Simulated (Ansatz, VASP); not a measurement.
## Si7Ge: VASP beside Ansatz

Contents of POSCAR:

```
Si7Ge
1.0
    5.4679684304      0.0000000000      0.0000000000
    0.0000000000      5.4679684304      0.0000000000
    0.0000000000      0.0000000000      5.4679684304
Si Ge
7 1
Direct
    0.2753468450      0.2753468450      0.2753468450
   -0.0343141938      0.4933925784      0.4933925784
    0.4933925784      0.4933925784     -0.0343141938
    0.4933925784     -0.0343141938      0.4933925784
    0.7415320663      0.2174403203      0.7415320663
    0.7415320663      0.7415320663      0.2174403203
    0.2174403203      0.7415320663      0.7415320663
    0.0277167741      0.0277167741      0.0277167741
```

INCAR.step1

```
PREC = Accurate
ENCUT = 520
ISMEAR = 0
SIGMA = 0.05
LREAL = F
LASPH = T
NELM = 80
NBANDS = 31
GGA = PE
ALGO = Normal
EDIFF = 1E-4
LWAVE = T
LCHARG = F
```

File INCAR.step2:

```
PREC = Accurate
ENCUT = 520
EDIFF = 1E-6
ISMEAR = 0
SIGMA = 0.05
LREAL = F
LASPH = T
NELM = 80
ALGO = Normal
ISIF = 2
LWAVE = F
LCHARG = T
METAGGA = R2SCAN
LMIXTAU = T
LELF = T
LVHAR = T
NBANDS = 31
ISTART = 1
```

Contents of KPOINTS:

```
regular mesh
0
Gamma
  6 6 6
```

Input for Ansatz:

```yaml
crystal:
  lattice:
    - [5.4679684304, 0.0, 0.0]
    - [0.0, 5.4679684304, 0.0]
    - [0.0, 0.0, 5.4679684304]
  atoms:
    - { symbol: Si, position: [0.275346845, 0.275346845, 0.275346845] }
    - { symbol: Si, position: [-0.0343141938, 0.4933925784, 0.4933925784] }
    - { symbol: Si, position: [0.4933925784, 0.4933925784, -0.0343141938] }
    - { symbol: Si, position: [0.4933925784, -0.0343141938, 0.4933925784] }
    - { symbol: Si, position: [0.7415320663, 0.2174403203, 0.7415320663] }
    - { symbol: Si, position: [0.7415320663, 0.7415320663, 0.2174403203] }
    - { symbol: Si, position: [0.2174403203, 0.7415320663, 0.7415320663] }
    - { symbol: Ge, position: [0.0277167741, 0.0277167741, 0.0277167741] }
basis:
  ecutwfc: 500
kpoints:
  mp_grid: { grid: [6, 6, 6] }
hamiltonian:
  xc: r2scan
scf:
  occupations: { method: gaussian, width: 0.05 }
output:
  forces: true
  stress: true
  eigenvalues: true
  write_density: true
  write_potential: true
  elf: true
  volumetric_format: npy
```

Change from the starting cell: mode 4 (129.4 1/cm) frozen in, largest displacement +0.263 Å.

Alike in both runs: task single point; functional r2SCAN; k mesh 6 × 6 × 6; occupations gaussian, width 0.05 eV; no spin polarisation.

|  | VASP | Ansatz |
| --- | --- | --- |
| version | VASP 6.6.1 | Ansatz 0.2.0 |
| potentials or method | VASP PAW PBE potentials, release 64 (Si, Ge_d), cutoff 520 eV | scalar-relativistic, plane waves, PAW |
| valence electrons in the cell | 42 | 42 |

VASP gave:

```
gap on the k mesh at the Fermi level (eV)                     : 0.57
least direct gap on the mesh (eV)                             : 0.57
pressure (GPa)                                                : -1.4
traceless stress, the component that is largest in VASP (GPa) : 0.44
rms of the force components (eV/Å)                            : 0.401
```

**Question.** Which values does Ansatz return?

**Answer.** gap on the k mesh at the Fermi level (eV): 0.56; least direct gap on the mesh (eV): 0.56; pressure (GPa): -1.2; traceless stress, the component that is largest in VASP (GPa): 0.44; rms of the force components (eV/Å): 0.401.

VASP's potentials were made for PBE, not for r2SCAN. Atom by atom the forces differ by 0.008 eV/Å (rms over components).
